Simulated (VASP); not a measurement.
A run of VASP 6.6.1 is set up as follows.

INCAR

```
PREC = Accurate
ENCUT = 520
EDIFF = 1E-8
ISMEAR = -1
SIGMA = 0.05
LREAL = False
LASPH = True
NELM = 80
ALGO = Normal
ISIF = 2
LWAVE = False
LCHARG = False
GGA = PE
LEFG = True
NBANDS = 15
```

The input KPOINTS:

```
Automatic mesh
0
Gamma
  15 15 15
```

File POSCAR:

```
ZrC
1.0
    0.0000000000      2.2797037000      2.3502100000
    2.2797037000      0.0000000000      2.3502100000
    2.2797037000      2.2797037000      0.0000000000
Zr C
1 1
Direct
    0.5000000000      0.5000000000      0.5000000000
    0.0000000000      0.0000000000      0.0000000000
```

Potentials or basis: VASP PAW PBE potentials, release 64 (Zr_sv, C).

The run is started by

```sh
$ cat potpaw_PBE.64/Zr_sv/POTCAR potpaw_PBE.64/C/POTCAR > POTCAR
$ mpirun -np 1 vasp_std > vasp.out
```

Question: Estimate the pressure.

Answer: 17.5 GPa.

Question: What does it give for the band gap on the k mesh?

Answer: Zero (bands 8 and 9 overlap by 1.40 eV).

Electric field gradients, principal values (V/Å²):
```csv
atom,least,middle,greatest (by size)
1 Zr,-23.285,-23.285,46.570
2 C,-1.671,-1.672,3.343
```

Caveat: the cell differs from its parent crystal (equal xx and yy strain of -3 %); the cell stands under pressure; without QUAD_EFG the Cq values of the log hold for a quadrupole moment of 1 mb, not for the nuclei.
